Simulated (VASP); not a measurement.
# HfO2 (Fm-3m) in VASP: a series of runs

Runs on HfO2. Level: r2SCAN. Tasks: relaxation of cell and atoms, single point.

Everything below comes from runs of VASP 6.6.1. Logs are shortened: lines on timing, memory, paths and dates and some standing lists are left out, and cuts for length are marked.

### Step 1. The cell of the first run

It takes space group Fm-3m (No. 225, cubic). The conventional cell has a = 5.115 Å, b = 5.115 Å, c = 5.115 Å, α = 90.00°, β = 90.00°, γ = 90.00°. Hf (site symmetry m-3m) has 8 O at 2.21 Å within 2.9 Å. Within 2.9 Å of O (site symmetry -43m) lie 4 Hf at 2.21 Å and 6 O at 2.56 Å.

### Step 2. Relaxation of cell and atoms, r2SCAN

File POSCAR:

```
HfO2
1.0
    0.0000000000      2.5575000000      2.5575000000
    2.5575000000      0.0000000000      2.5575000000
    2.5575000000      2.5575000000      0.0000000000
Hf O
1 2
Direct
    0.0000000000      0.0000000000      0.0000000000
    0.2500000000      0.2500000000      0.2500000000
    0.7500000000      0.7500000000      0.7500000000
```

File INCAR.step1:

```
SYSTEM = HfO2
  PREC = Accurate
  ENCUT = 600
  ISMEAR = 0
  SIGMA = 0.1
  LREAL = .False.
  LASPH = .True.
  NELM = 100
  GGA = PE
  ALGO = Normal
  EDIFF = 1E-4
  LWAVE = .True.
  LCHARG = .False.
```

File INCAR.step2:

```
SYSTEM = HfO2
  PREC = Accurate
  ENCUT = 600
  EDIFF = 1E-6
  ISMEAR = 0
  SIGMA = 0.1
  LREAL = .False.
  LASPH = .True.
  NELM = 100
  ALGO = Normal
  ISIF = 3
  LWAVE = .False.
  LCHARG = .False.
  METAGGA = R2SCAN
  LMIXTAU = .True.
  IBRION = 2
  NSW = 100
  EDIFFG = -0.05
  ISTART = 1
```

File KPOINTS:

```
regular mesh
0
Gamma
  6 6 6
  0 0 0
```

Potentials or basis: VASP PAW PBE potentials, release 64 (Hf_pv, O).

Command:

```sh
> cat potpaw_PBE.64/Hf_pv/POTCAR potpaw_PBE.64/O/POTCAR > POTCAR
> cp INCAR.step1 INCAR
> mpirun -np 1 vasp_std > vasp.out
> cp INCAR.step2 INCAR
> mpirun -np 1 vasp_std > vasp.out
```

OUTCAR:

```text
SYSTEM = HfO2
   PREC = Accurate
   ENCUT = 600
   EDIFF = 1E-6
   ISMEAR = 0
   LREAL = .False.
   LASPH = .True.
   NELM = 100
   ISIF = 3
   METAGGA = R2SCAN
   IBRION = 2
   NSW = 100
   EDIFFG = -0.05
   ISTART = 1

 ion  position               nearest neighbor table
   1  0.000  0.000  0.000-   3 2.21   3 2.21   3 2.21   2 2.21   3 2.21   2 2.21   2 2.21   2 2.21

   2  0.250  0.250  0.250-   1 2.21   1 2.21   1 2.21   1 2.21
   3  0.750  0.750  0.750-   1 2.21   1 2.21   1 2.21   1 2.21

  LATTYP: Found a face centered cubic cell.
 ALAT       =     5.1150000000

  Lattice vectors:

 A1 = (   0.0000000000,   2.5575000000,   2.5575000000)
 A2 = (   2.5575000000,   0.0000000000,   2.5575000000)
 A3 = (   2.5575000000,   2.5575000000,   0.0000000000)

Analysis of symmetry for initial positions (statically):
=====================================================================
 Subroutine PRICEL returns:
 Original cell was already a primitive cell.

 Routine SETGRP: Setting up the symmetry group for a
 face centered cubic supercell.

 Subroutine GETGRP returns: Found 48 space group operations
 (whereof 48 operations were pure point group operations)
 out of a pool of 48 trial point group operations.

The static configuration has the point symmetry O_h .

Analysis of symmetry for dynamics (positions and initial velocities):
=====================================================================
 Subroutine PRICEL returns:
 Original cell was already a primitive cell.

 Routine SETGRP: Setting up the symmetry group for a
 face centered cubic supercell.

 Subroutine GETGRP returns: Found 48 space group operations
 (whereof 48 operations were pure point group operations)
 out of a pool of 48 trial point group operations.

The dynamic configuration has the point symmetry O_h .

 Subroutine INISYM returns: Found 48 space group operations
 (whereof 48 operations are pure point group operations),
 and found     1 'primitive' translations

----------------------------------------------------------------------------------------

                                     Primitive cell

  volume of cell :      33.4562

  direct lattice vectors                    reciprocal lattice vectors
     0.000000000  2.557500000  2.557500000    -0.195503421  0.195503421  0.195503421
     2.557500000  0.000000000  2.557500000     0.195503421 -0.195503421  0.195503421
     2.557500000  2.557500000  0.000000000     0.195503421  0.195503421 -0.195503421

  length of vectors
     3.616851186  3.616851186  3.616851186     0.338621859  0.338621859  0.338621859

  position of ions in fractional coordinates (direct lattice)
     0.000000000  0.000000000  0.000000000
     0.250000000  0.250000000  0.250000000
     0.750000000  0.750000000  0.750000000

  ion indices of the primitive-cell ions
   primitive index   ion index
                 1           1
                 2           2
                 3           3

----------------------------------------------------------------------------------------

 KPOINTS: regular mesh

Automatic generation of k-mesh.
 Grid dimensions read from file:
 generate k-points for:    6    6    6

 Generating k-lattice:

  Cartesian coordinates                     Fractional coordinates (reciprocal lattice)
    -0.032583904  0.032583904  0.032583904     0.166666667  0.000000000  0.000000000
     0.032583904 -0.032583904  0.032583904     0.000000000  0.166666667  0.000000000
     0.032583904  0.032583904 -0.032583904     0.000000000  0.000000000  0.166666667

  Length of vectors
     0.056436976  0.056436976  0.056436976

  Shift w.r.t. Gamma in fractional coordinates (k-lattice)
     0.000000000  0.000000000  0.000000000

 Subroutine IBZKPT returns following result:
 ===========================================

 Found     16 irreducible k-points:

 Following reciprocal coordinates:
            Coordinates               Weight
  0.000000  0.000000  0.000000      1.000000
  0.166667  0.000000  0.000000      8.000000
  0.333333  0.000000  0.000000      8.000000
  0.500000  0.000000  0.000000      4.000000
  0.166667  0.166667  0.000000      6.000000
  0.333333  0.166667  0.000000     24.000000
[... 8 lines left out ...]
 -0.333333  0.333333  0.166667     24.000000
 -0.333333  0.500000  0.166667     12.000000
   k-points           NKPTS =     16   k-points in BZ     NKDIM =     16   number of bands    NBANDS=     15
   number of dos      NEDOS =    301   number of ions     NIONS =      3
   total plane-waves  NPLWV =  27000
   dimension x,y,z NGX =    30 NGY =   30 NGZ =   30
   dimension x,y,z NGXF=    60 NGYF=   60 NGZF=   60
   ions per type =               1   2
   NGX,Y,Z   is equivalent  to a cutoff of  13.79, 13.79, 13.79 a.u.
   NGXF,Y,Z  is equivalent  to a cutoff of  27.58, 27.58, 27.58 a.u.
 SYSTEM =  HfO2
   PREC   = accura    normal or accurate (medium, high low for compatibility)
   ISTART =      1    job   : 0-new  1-cont  2-samecut
   ICHARG =      0    charge: 1-file 2-atom 10-const
   ISPIN  =      1    spin polarized calculation?
   LNONCOLLINEAR =      F non collinear calculations
   LSORBIT =      F    spin-orbit coupling
   LASPH  =      T    aspherical Exc in radial PAW
   ENCUT  =  600.0 eV  44.10 Ry    6.64 a.u.   7.22  7.22  7.22*2*pi/ulx,y,z
   NELM   =    100;   NELMIN=  2; NELMDL=  0     # of ELM steps
   EDIFF  = 0.1E-05   stopping-criterion for ELM
   LREAL  =      F    real-space projection
   EDIFFG = -.5E-01   stopping-criterion for IOM
   NSW    =    100    number of steps for IOM
   IBRION =      2    ionic relax: 0-MD 1-quasi-New 2-CG
   NFREE  =      1    steps in history (QN), initial steepest desc. (CG)
   ISIF   =      3    stress and relaxation
   ISYM   =      2    0-nonsym 1-usesym 2-fastsym
   POTIM  = 0.5000    time-step for ionic-motion
   TEBEG  =    0.0;   TEEND  =   0.0 temperature during run
   PSTRESS=    0.0 pullay stress
   NELECT =      22.0000    total number of electrons
   NUPDOWN=      -1.0000    fix difference up-down
   EMIN   =  10.00;   EMAX   =-10.00  energy-range for DOS
   EFERMI =   0.00;   METHOD = LEGACY
   ISMEAR =     0;   SIGMA  =   0.10  broadening in eV -4-tet -1-fermi 0-gaus
   EFERMI_NEDOS =   21; number of points for ismear=-14 and -15
   IALGO  =     38    algorithm
   IMIX   =      4    mixing-type and parameters
     AMIX     =   0.40;   BMIX     =  1.00
     AMIX_MAG =   1.60;   BMIX_MAG =  1.00
  volume/ion in A,a.u.               =      11.15        75.26
  Fermi-wavevector in a.u.,A,eV,Ry     =   1.423607  2.690227 27.574337  2.026657
  Thomas-Fermi vector in A             =   2.544186
   LORBIT       =      0    0 simple, 1 ext, 2 COOP (PROOUT), +10 PAW based schemes
   METAGGA = R2SCAN    functional components
   LHFCALC =     F    Hartree Fock is set to
   AEXX    =    0.0000 exact exchange contribution
   IVDW    =     0    specifies the selected vdW correction
   LEPSILON=     F    determine dielectric tensor
   LRPA    =     F    only Hartree local field effects (RPA)
 conjugate gradient relaxation of ions
 non-spin polarized calculation
 Gauss-broadening in eV      SIGMA  =   0.10
  energy-cutoff  :      600.00
  volume of cell :       33.46
 maximum number of plane-waves:      1139
 NGX is ok and might be reduce to    30
   NGX = 15   NGY = 15   NGZ = 15

--------------------------------------- Ionic step        1  -------------------------------------------

 number of electron      21.9999993 magnetization

 Free energy of the ion-electron system (eV)
  ---------------------------------------------------
  ext. energy  EPLUGINS =         0.00000000
  ---------------------------------------------------
  free energy    TOTEN  =       -68.50086903 eV

  energy without entropy =      -68.50086903  energy(sigma->0) =      -68.50086903

------------------------ aborting loop because EDIFF is reached ----------------------------------------

  FORCE on cell =-STRESS in cart. coord.  units (eV):
  Direction    XX          YY          ZZ          XY          YZ          ZX
  --------------------------------------------------------------------------------------
  -------------------------------------------------------------------------------------
  Total       -2.5784655     -2.5784655     -2.5784655      0.0000000      0.0000000      0.0000000
  in kB     -123.4795355   -123.4795355   -123.4795355      0.0000000      0.0000000      0.0000000
  external PRESSURE =    -123.4795355 kB  Pullay stress =       0.0000000 kB

 VOLUME and BASIS-vectors are now :
 -----------------------------------------------------------------------------
  energy-cutoff  :      600.00
  volume of cell :       33.46
      direct lattice vectors                 reciprocal lattice vectors
     0.000000000  2.557500000  2.557500000    -0.195503421  0.195503421  0.195503421
     2.557500000  0.000000000  2.557500000     0.195503421 -0.195503421  0.195503421
     2.557500000  2.557500000  0.000000000     0.195503421  0.195503421 -0.195503421
[... 38 lines left out ...]
 POSITION                                       TOTAL-FORCE (eV/Angst)
 -----------------------------------------------------------------------------------
      0.00000      0.00000      0.00000        -0.000000     -0.000000     -0.000000
      1.22573      1.22573      1.22573         0.000000      0.000000      0.000000
      3.67718      3.67718      3.67718        -0.000000     -0.000000     -0.000000
 -----------------------------------------------------------------------------------
    total drift:                                0.000000     -0.000000      0.000000

  FREE ENERGIE OF THE ION-ELECTRON SYSTEM (eV)
  ---------------------------------------------------
  free  energy   TOTEN  =       -68.3880243527 eV

  energy  without entropy=      -68.3880243527  energy(sigma->0) =      -68.38802435

--------------------------------------- Ionic step        3  -------------------------------------------

 number of electron      22.0000000 magnetization

 Free energy of the ion-electron system (eV)
  ---------------------------------------------------
  ext. energy  EPLUGINS =         0.00000000
  ---------------------------------------------------
  free energy    TOTEN  =       -68.56511766 eV

  energy without entropy =      -68.56511766  energy(sigma->0) =      -68.56511766

 E-fermi :   4.6090     XC(G=0): -12.7050

 val. band max:        4.0937619104   @ k =   0.5000   0.5000   0.0000
 cond. band min:       8.4545676516   @ k =   0.5000   0.5000   0.0000
 fundamental gap:      4.3608057412
 Fermi energy:         4.6089633125

 k-point     1 :       0.0000    0.0000    0.0000
  band No.  band energies     occupation
      1     -26.4573      2.00000
      2     -26.4573      2.00000
      3     -26.4573      2.00000
      4     -15.7713      2.00000
      5     -12.6616      2.00000
      6      -1.4845      2.00000
      7      -1.4845      2.00000
      8      -1.4845      2.00000
      9       3.4459      2.00000
     10       3.4459      2.00000
     11       3.4459      2.00000
     12       8.5570      0.00000
     13       8.5570      0.00000
     14      10.7396      0.00000
     15      15.3775      0.00000
[... 290 lines left out ...]
 POSITION                                       TOTAL-FORCE (eV/Angst)
 -----------------------------------------------------------------------------------
      0.00000      0.00000      0.00000        -0.000000      0.000000      0.000000
      1.25835      1.25835      1.25835         0.000000     -0.000000     -0.000000
      3.77504      3.77504      3.77504        -0.000000      0.000000      0.000000
 -----------------------------------------------------------------------------------
    total drift:                                0.000000     -0.000000      0.000000

  FREE ENERGIE OF THE ION-ELECTRON SYSTEM (eV)
  ---------------------------------------------------
  free  energy   TOTEN  =       -68.5651176649 eV

  energy  without entropy=      -68.5651176649  energy(sigma->0) =      -68.56511766

 reached required accuracy - stopping structural energy minimisation
```

It took 74 s on 1 thread of Intel Xeon 6975P-C (Granite Rapids), shared host; peak memory 0.18 GiB.

Results:

- Free energy: -68.5651 eV
- Relaxed volume: 10.63 Å³/atom
- Relaxed cell: a = 3.559 Å, b = 3.559 Å, c = 3.559 Å, α = 60.00°, β = 60.00°, γ = 60.00°
- Space group after relaxing (to 0.05 Å): Fm-3m (No. 225)
- Energy gained by relaxing: 21.4 meV/atom
- Ionic steps: 3
- Pressure after relaxing: -0.3 GPa
- Band gap on the k mesh: 4.36 eV, direct

The path:
```tsv
step	energy change (eV)	largest force (eV/Å)	pressure (GPa)	volume (Å³)
1	0.0000	0.0000	-12.35	33.46
2	0.1128	0.0000	25.63	29.46
3	-0.0642	0.0000	-0.33	31.88
```

Final structure:
```
Hf O
1.0
     0.00000    2.51669    2.51669
     2.51669    0.00000    2.51669
     2.51669    2.51669    0.00000
Hf O
1 2
Direct
  0.00000 0.00000 0.00000
  0.25000 0.25000 0.25000
  0.75000 0.75000 0.75000
```

Levels at points of the mesh, in eV from the valence-band top:
| k point | band 7 | band 8 | band 9 | band 10 | band 11 | band 12 | band 13 | band 14 | band 15 |
| --- | --- | --- | --- | --- | --- | --- | --- | --- | --- |
| (0.00, 0.00, 0.00) | -5.58 | -5.58 | -0.65 | -0.65 | -0.65 | 4.46 | 4.46 | 6.65 | 11.28 |
| (0.50, 0.00, 0.00) | -4.48 | -3.10 | -2.86 | -1.92 | -1.92 | 5.19 | 5.19 | 7.70 | 9.70 |
| (0.50, 0.50, 0.00) | -3.63 | -3.63 | -1.59 | -1.59 | 0.00 | 4.36 | 6.13 | 7.38 | 8.87 |

Caveat: the PAW data sets were made with another functional, which shifts forces and pressure a little; spin-orbit coupling is left out, which moves the levels of the heavy elements. A k mesh can miss the band edges.

(Continued in part 2 of 2.)
